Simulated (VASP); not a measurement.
Input of a VASP 6.6.1 run:

File INCAR:

```
PREC     = Accurate       # precision mode
ENCUT    = 520            # plane-wave cutoff, eV
EDIFF    = 1E-8           # SCF threshold, eV
ISMEAR   = -1             # smearing method
SIGMA    = 0.05           # smearing width, eV
LREAL    = False          # projectors in reciprocal space
LASPH    = True           # aspherical terms in the spheres
NELM     = 60             # most SCF steps
ALGO     = Normal         # electronic algorithm
ISIF     = 2              # what is computed and relaxed
LWAVE    = False          # write WAVECAR
LCHARG   = False          # write CHGCAR
GGA      = PS             # functional
LEFG     = True         
NBANDS   = 8              # bands
```

File KPOINTS:

```
Automatic mesh
0
Gamma
  19 19 19
```

POSCAR

```
Sb
1.0
   -1.4923523432      1.4923523432      2.4591586785
    1.4923523432     -1.4923523432      2.4591586785
    1.4923523432      1.4923523432     -2.4591586785
Sb
1
Direct
    0.0000000000      0.0000000000      0.0000000000
```

Potentials or basis: VASP PAW PBE potentials, release 64 (Sb).

Command:

```sh
$ cat potpaw_PBE.64/Sb/POTCAR > POTCAR
$ mpirun -np 1 vasp_std > vasp.out
```

(1) Predict the pressure.

Results:

(1) 18.9 GPa.

Caveat: without QUAD_EFG the Cq values of the log hold for a quadrupole moment of 1 mb, not for the nuclei; the PAW data sets were made with another functional, which shifts forces and pressure a little.
